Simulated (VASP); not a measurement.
# InSe2 (P4/nmm) in VASP: notebook

Runs on InSe2. Level: PBE. Tasks: single point.

Program: VASP 6.6.1. These are calculated values, not measurements. Logs are shortened: lines on timing, memory, paths and dates and some standing lists are left out, and cuts for length are marked.

### Step 1. The cell of the first run

The structure is tetragonal, space group P4/nmm (No. 129). The conventional cell has a = 3.895 Å, b = 3.895 Å, c = 9.626 Å, α = 90.00°, β = 90.00°, γ = 90.00°. In (site symmetry 4mm) has 9 Se at 2.84 to 3.43 Å within 3.7 Å. Se (site symmetry 4mm) has 5 In at 2.84 to 3.28 Å within 3.7 Å. Se (site symmetry -4m2) has 4 Se at 2.75 Å and 4 In at 3.43 Å within 3.6 Å.

### Step 2. Single point, PBE

INCAR reads:

```
  PREC = Accurate
  ENCUT = 520
  EDIFF = 1E-7
  ISMEAR = 0
  SIGMA = 0.1
  LREAL = False
  LASPH = True
  NELM = 80
  ALGO = Normal
  ISIF = 2
  LWAVE = False
  LCHARG = False
  GGA = PE
  NBANDS = 34
```

KPOINTS reads:

```
Automatic mesh
0
Gamma
  10 10 4
```

POSCAR reads:

```
InSe2
1.0
    3.8948930000      0.0000000000      0.0000000000
    0.0000000000      3.8948930000      0.0000000000
    0.0000000000      0.0000000000      9.6262310000
In Se
2 4
Direct
    0.0000000000      0.5000000000      0.7064680000
    0.5000000000      0.0000000000      0.2935320000
    0.0000000000      0.5000000000      0.3662120000
    0.5000000000      0.0000000000      0.6337880000
    0.0000000000      0.0000000000      0.0000000000
    0.5000000000      0.5000000000      0.0000000000
```

Potentials or basis: VASP PAW PBE potentials, release 64 (In_d, Se).

Command:

```sh
$ cat potpaw_PBE.64/In_d/POTCAR potpaw_PBE.64/Se/POTCAR > POTCAR
$ mpirun -np 1 vasp_std > vasp.out
```

OUTCAR:

```text
PREC = Accurate
   ENCUT = 520
   EDIFF = 1E-7
   ISMEAR = 0
   LREAL = False
   LASPH = True
   NELM = 80
   ISIF = 2
   GGA = PE

 ion  position               nearest neighbor table
   1  0.000  0.500  0.706-   4 2.84   4 2.84   4 2.84   4 2.84   3 3.28
   2  0.500  0.000  0.294-   3 2.84   3 2.84   3 2.84   3 2.84   4 3.28
   3  0.000  0.500  0.366-   2 2.84   2 2.84   2 2.84   2 2.84   1 3.28
   4  0.500  0.000  0.634-   1 2.84   1 2.84   1 2.84   1 2.84   2 3.28
   5  0.000  0.000  0.000-   6 2.75   6 2.75   6 2.75   6 2.75
   6  0.500  0.500  0.000-   5 2.75   5 2.75   5 2.75   5 2.75

  LATTYP: Found a simple tetragonal cell.
 ALAT       =     3.8948930000
 C/A-ratio  =     2.4715007575

  Lattice vectors:

 A1 = (   3.8948930000,   0.0000000000,   0.0000000000)
 A2 = (   0.0000000000,   3.8948930000,   0.0000000000)
 A3 = (   0.0000000000,   0.0000000000,   9.6262310000)

Analysis of symmetry for initial positions (statically):
=====================================================================
 Subroutine PRICEL returns:
 Original cell was already a primitive cell.

 Routine SETGRP: Setting up the symmetry group for a
 simple tetragonal supercell.

 Subroutine GETGRP returns: Found 16 space group operations
 (whereof  8 operations were pure point group operations)
 out of a pool of 16 trial point group operations.

The static configuration has the point symmetry D_2d.
 The point group associated with its full space group is D_4h.

Analysis of symmetry for dynamics (positions and initial velocities):
=====================================================================
 Subroutine PRICEL returns:
 Original cell was already a primitive cell.

 Routine SETGRP: Setting up the symmetry group for a
 simple tetragonal supercell.

 Subroutine GETGRP returns: Found 16 space group operations
 (whereof  8 operations were pure point group operations)
 out of a pool of 16 trial point group operations.

The dynamic configuration has the point symmetry D_2d.
 The point group associated with its full space group is D_4h.

 Subroutine INISYM returns: Found 16 space group operations
 (whereof  8 operations are pure point group operations),
 and found     1 'primitive' translations

----------------------------------------------------------------------------------------

                                     Primitive cell

  volume of cell :     146.0318

  direct lattice vectors                    reciprocal lattice vectors
     3.894893000  0.000000000  0.000000000     0.256746463  0.000000000  0.000000000
     0.000000000  3.894893000  0.000000000     0.000000000  0.256746463  0.000000000
     0.000000000  0.000000000  9.626231000     0.000000000  0.000000000  0.103882818

  length of vectors
     3.894893000  3.894893000  9.626231000     0.256746463  0.256746463  0.103882818

  position of ions in fractional coordinates (direct lattice)
     0.000000000  0.500000000  0.706468000
     0.500000000  0.000000000  0.293532000
     0.000000000  0.500000000  0.366212000
     0.500000000  0.000000000  0.633788000
     0.000000000  0.000000000  0.000000000
     0.500000000  0.500000000  0.000000000

  ion indices of the primitive-cell ions
   primitive index   ion index
                 1           1
                 2           2
                 3           3
                 4           4
                 5           5
                 6           6

----------------------------------------------------------------------------------------

 KPOINTS: Automatic mesh

Automatic generation of k-mesh.
 Grid dimensions read from file:
 generate k-points for:   10   10    4

 Generating k-lattice:

  Cartesian coordinates                     Fractional coordinates (reciprocal lattice)
     0.025674646  0.000000000  0.000000000     0.100000000  0.000000000  0.000000000
     0.000000000  0.025674646  0.000000000     0.000000000  0.100000000  0.000000000
     0.000000000  0.000000000  0.025970704     0.000000000  0.000000000  0.250000000

  Length of vectors
     0.025674646  0.025674646  0.025970704

  Shift w.r.t. Gamma in fractional coordinates (k-lattice)
     0.000000000  0.000000000  0.000000000

 Subroutine IBZKPT returns following result:
 ===========================================

 Found     63 irreducible k-points:

 Following reciprocal coordinates:
            Coordinates               Weight
  0.000000  0.000000  0.000000      1.000000
  0.100000  0.000000  0.000000      4.000000
  0.200000  0.000000  0.000000      4.000000
  0.300000  0.000000  0.000000      4.000000
  0.400000  0.000000  0.000000      4.000000
  0.500000  0.000000  0.000000      2.000000
[... 16 lines left out ...]
  0.100000  0.000000  0.250000      8.000000
  0.200000  0.000000  0.250000      8.000000
 [... further k-points ...]
   k-points           NKPTS =     63   k-points in BZ     NKDIM =     63   number of bands    NBANDS=     34
   number of dos      NEDOS =    301   number of ions     NIONS =      6
   total plane-waves  NPLWV =  64800
   dimension x,y,z NGX =    30 NGY =   30 NGZ =   72
   dimension x,y,z NGXF=    60 NGYF=   60 NGZF=  144
   ions per type =               2   4
   NGX,Y,Z   is equivalent  to a cutoff of  12.80, 12.80, 12.43 a.u.
   NGXF,Y,Z  is equivalent  to a cutoff of  25.61, 25.61, 24.87 a.u.
 SYSTEM =  unknown system
   PREC   = accura    normal or accurate (medium, high low for compatibility)
   ISTART =      0    job   : 0-new  1-cont  2-samecut
   ICHARG =      2    charge: 1-file 2-atom 10-const
   ISPIN  =      1    spin polarized calculation?
   LNONCOLLINEAR =      F non collinear calculations
   LSORBIT =      F    spin-orbit coupling
   LASPH  =      T    aspherical Exc in radial PAW
   ENCUT  =  520.0 eV  38.22 Ry    6.18 a.u.   7.24  7.24 17.90*2*pi/ulx,y,z
   NELM   =     80;   NELMIN=  2; NELMDL= -5     # of ELM steps
   EDIFF  = 0.1E-06   stopping-criterion for ELM
   LREAL  =      F    real-space projection
   EDIFFG = 0.1E-05   stopping-criterion for IOM
   NSW    =      0    number of steps for IOM
   IBRION =     -1    ionic relax: 0-MD 1-quasi-New 2-CG
   NFREE  =      0    steps in history (QN), initial steepest desc. (CG)
   ISIF   =      2    stress and relaxation
   ISYM   =      2    0-nonsym 1-usesym 2-fastsym
   POTIM  = 0.5000    time-step for ionic-motion
   TEBEG  =    0.0;   TEEND  =   0.0 temperature during run
   PSTRESS=    0.0 pullay stress
   NELECT =      50.0000    total number of electrons
   NUPDOWN=      -1.0000    fix difference up-down
   EMIN   =  10.00;   EMAX   =-10.00  energy-range for DOS
   EFERMI =   0.00;   METHOD = LEGACY
   ISMEAR =     0;   SIGMA  =   0.10  broadening in eV -4-tet -1-fermi 0-gaus
   EFERMI_NEDOS =   21; number of points for ismear=-14 and -15
   IALGO  =     38    algorithm
   IMIX   =      4    mixing-type and parameters
     AMIX     =   0.40;   BMIX     =  1.00
     AMIX_MAG =   1.60;   BMIX_MAG =  1.00
  volume/ion in A,a.u.               =      24.34       164.25
  Fermi-wavevector in a.u.,A,eV,Ry     =   1.145291  2.164286 17.846635  1.311691
  Thomas-Fermi vector in A             =   2.281980
   LORBIT       =      0    0 simple, 1 ext, 2 COOP (PROOUT), +10 PAW based schemes
   GGA     = PE    functional components
   LHFCALC =     F    Hartree Fock is set to
   AEXX    =    0.0000 exact exchange contribution
   IVDW    =     0    specifies the selected vdW correction
   LEPSILON=     F    determine dielectric tensor
   LRPA    =     F    only Hartree local field effects (RPA)
 non-spin polarized calculation
 Gauss-broadening in eV      SIGMA  =   0.10
  energy-cutoff  :      520.00
  volume of cell :      146.03
 maximum number of plane-waves:      3972
 NGX is ok and might be reduce to    30
   NGX = 15   NGY = 15   NGZ = 35

 number of electron      49.9999991 magnetization

 Free energy of the ion-electron system (eV)
  ---------------------------------------------------
  ext. energy  EPLUGINS =         0.00000000
  ---------------------------------------------------
  free energy    TOTEN  =       -20.28397809 eV

  energy without entropy =      -20.26893665  energy(sigma->0) =      -20.27645737

 E-fermi :   5.0648     XC(G=0):  -9.8758

 val. band max:        5.0619246382   @ k =   0.1000   0.1000   0.0000
 cond. band min:       5.1049610867   @ k =   0.5000   0.2000   0.2500
 fundamental gap:      0.0430364485
 Fermi energy:         5.0647617021

 k-point     1 :       0.0000    0.0000    0.0000
  band No.  band energies     occupation
      1     -10.0524      2.00000
      2      -9.6275      2.00000
      3      -9.5633      2.00000
      4      -9.4311      2.00000
      5      -9.4280      2.00000
      6      -9.3989      2.00000
[... 26 lines left out ...]
     33      11.2796      0.00000
     34      11.2821      0.00000

 k-point     2 :       0.1000    0.0000    0.0000
  band No.  band energies     occupation
      1      -9.9766      2.00000
      2      -9.6145      2.00000
      3      -9.5451      2.00000
      4      -9.4255      2.00000
      5      -9.4222      2.00000
      6      -9.4030      2.00000
[... 26 lines left out ...]
     33      11.0708      0.00000
     34      11.0959      0.00000

 k-point     3 :       0.2000    0.0000    0.0000
  band No.  band energies     occupation
      1      -9.7639      2.00000
      2      -9.5820      2.00000
      3      -9.4881      2.00000
      4      -9.4199      2.00000
      5      -9.4184      2.00000
      6      -9.4037      2.00000
[... 26 lines left out ...]
     33      10.6414      0.00000
     34      10.9212      0.00000
[... 704 lines left out ...]
 k-point    23 :       0.1000    0.0000    0.2500
  band No.  band energies     occupation
      1      -9.9745      2.00000
      2      -9.6068      2.00000
      3      -9.5516      2.00000
      4      -9.4251      2.00000
      5      -9.4226      2.00000
      6      -9.4022      2.00000
[... 26 lines left out ...]
     33      11.1283      0.00000
     34      11.3179      0.00000

 k-point    24 :       0.2000    0.0000    0.2500
  band No.  band energies     occupation
      1      -9.7654      2.00000
      2      -9.5661      2.00000
      3      -9.4999      2.00000
      4      -9.4209      2.00000
      5      -9.4161      2.00000
      6      -9.4034      2.00000
[... 26 lines left out ...]
     33      10.6501      0.00000
     34      11.4007      0.00000

 [... further k-points ...]
[... 5 lines left out ...]
  --------------------------------------------------------------------------------------
  -------------------------------------------------------------------------------------
  Total       -0.3266384     -0.3266384      0.4303564      0.0000000     -0.0000000      0.0000000
  in kB       -3.5836906     -3.5836906      4.7216249      0.0000000     -0.0000000      0.0000000
  external PRESSURE =      -0.8152521 kB  Pullay stress =       0.0000000 kB

 VOLUME and BASIS-vectors are now :
 -----------------------------------------------------------------------------
  energy-cutoff  :      520.00
  volume of cell :      146.03
      direct lattice vectors                 reciprocal lattice vectors
     3.894893000  0.000000000  0.000000000     0.256746463  0.000000000  0.000000000
     0.000000000  3.894893000  0.000000000     0.000000000  0.256746463  0.000000000
     0.000000000  0.000000000  9.626231000     0.000000000  0.000000000  0.103882818

 POSITION                                       TOTAL-FORCE (eV/Angst)
 -----------------------------------------------------------------------------------
      0.00000      1.94745      6.80062         0.000000      0.000000     -0.054857
      1.94745      0.00000      2.82561        -0.000000     -0.000000      0.054857
      0.00000      1.94745      3.52524         0.000000      0.000000     -0.025803
      1.94745      0.00000      6.10099        -0.000000     -0.000000      0.025803
      0.00000      0.00000      0.00000         0.000000      0.000000      0.000000
      1.94745      1.94745      0.00000         0.000000     -0.000000      0.000000
 -----------------------------------------------------------------------------------
    total drift:                                0.000000      0.000000      0.000000

  FREE ENERGIE OF THE ION-ELECTRON SYSTEM (eV)
  ---------------------------------------------------
  free  energy   TOTEN  =       -20.2839780851 eV

  energy  without entropy=      -20.2689366469  energy(sigma->0) =      -20.27645737
```

Wall time 6.3 min (1 thread of Intel Xeon 6975P-C, shared host); peak memory 0.41 GiB.

Results:

```
Free energy            : -20.2840 eV
Pressure               : -0.1 GPa
Largest force          : 0.055 eV/Å
Band gap on the k mesh : zero (band 25 reaches 5.76 eV, above the bottom of band 26 at 3.65 eV)
```

Forces in eV/Å, atoms in the order of the input:
```
In   0.000  0.000 -0.055
In   0.000  0.000  0.055
Se   0.000  0.000 -0.026
Se   0.000  0.000  0.026
Se   0.000  0.000  0.000
Se   0.000  0.000  0.000
```

Levels at points of the mesh, in eV from the Fermi level:
| k point | band 22 | band 23 | band 24 | band 25 | band 26 | band 27 | band 28 | band 29 |
| --- | --- | --- | --- | --- | --- | --- | --- | --- |
| (0.00, 0.00, 0.00) | -2.00 | -1.70 | -1.70 | 0.21 | 0.59 | 2.84 | 2.84 | 3.34 |
| (0.50, 0.00, 0.00) | -1.85 | -1.28 | -1.28 | -0.95 | -0.95 | 1.72 | 1.72 | 3.11 |
| (0.50, 0.50, 0.00) | -3.55 | -1.51 | -1.51 | -1.04 | -1.04 | 2.73 | 2.73 | 3.95 |
| (0.00, 0.00, 0.50) | -1.63 | -1.63 | -1.16 | 0.21 | 0.64 | 2.08 | 2.84 | 2.84 |
| (0.50, 0.00, 0.50) | -1.62 | -0.96 | -0.96 | -0.96 | -0.96 | 1.18 | 1.18 | 3.46 |
| (0.50, 0.50, 0.50) | -3.39 | -1.75 | -1.75 | -1.41 | -1.41 | 3.54 | 3.54 | 4.46 |

Caveat: spin-orbit coupling is left out, which moves the levels of the heavy elements.

### Step 3. Single point, PBE

INCAR reads:

```
SYSTEM = InSe2
  PREC = Accurate
  ENCUT = 520
  EDIFF = 1E-6
  ISMEAR = 0
  SIGMA = 0.01
  LREAL = .False.
  LASPH = .True.
  NELM = 100
  ALGO = Normal
  ISIF = 2
  LWAVE = .False.
  LCHARG = .False.
  GGA = PE
  NBANDS = 34
```

KPOINTS reads:

```
regular mesh
0
Gamma
  10 10 4
  0 0 0
```

POSCAR is that of step 2.

Potentials or basis: VASP PAW PBE potentials, release 64 (In_d, Se).

Command:

```sh
$ cat potpaw_PBE.64/In_d/POTCAR potpaw_PBE.64/Se/POTCAR > POTCAR
$ mpirun -np 1 vasp_std > vasp.out
```

Run time: 5.7 min. Hardware: 1 thread of Intel Xeon 6975P-C, shared host; peak memory 0.41 GiB.

The run converged. Its results:

```
Free energy            : -20.2766 eV
Pressure               : -0.1 GPa
Largest force          : 0.047 eV/Å
Band gap on the k mesh : zero (band 25 reaches 5.76 eV, above the bottom of band 26 at 3.65 eV)
```

Forces in eV/Å, atoms in the order of the input:
```
In   0.000  0.000 -0.047
In   0.000  0.000  0.047
Se   0.000  0.000 -0.024
Se   0.000  0.000  0.024
Se   0.000  0.000  0.000
Se   0.000  0.000  0.000
```

Stress tensor (GPa, compression positive):
```
-0.37  0.00  0.00
 0.00 -0.37  0.00
 0.00  0.00  0.43
```

Levels at points of the mesh, in eV from the Fermi level:
```tsv
k point	band 21	band 22	band 23	band 24	band 25	band 26	band 27	band 28	band 29	band 30
(0.00, 0.00, 0.00)	-2.38	-2.03	-1.73	-1.73	0.18	0.55	2.81	2.81	3.31	4.36
(0.50, 0.00, 0.00)	-1.88	-1.88	-1.31	-1.31	-0.99	-0.99	1.69	1.69	3.07	3.07
(0.50, 0.50, 0.00)	-3.59	-3.59	-1.54	-1.54	-1.07	-1.07	2.70	2.70	3.92	3.92
(0.00, 0.00, 0.50)	-2.44	-1.67	-1.67	-1.19	0.18	0.60	2.04	2.81	2.81	3.56
(0.50, 0.00, 0.50)	-1.65	-1.65	-1.00	-1.00	-0.99	-0.99	1.15	1.15	3.43	3.43
(0.50, 0.50, 0.50)	-3.43	-3.43	-1.77	-1.77	-1.45	-1.45	3.50	3.50	4.43	4.43
```

Caveat: spin-orbit coupling is left out, which moves the levels of the heavy elements.
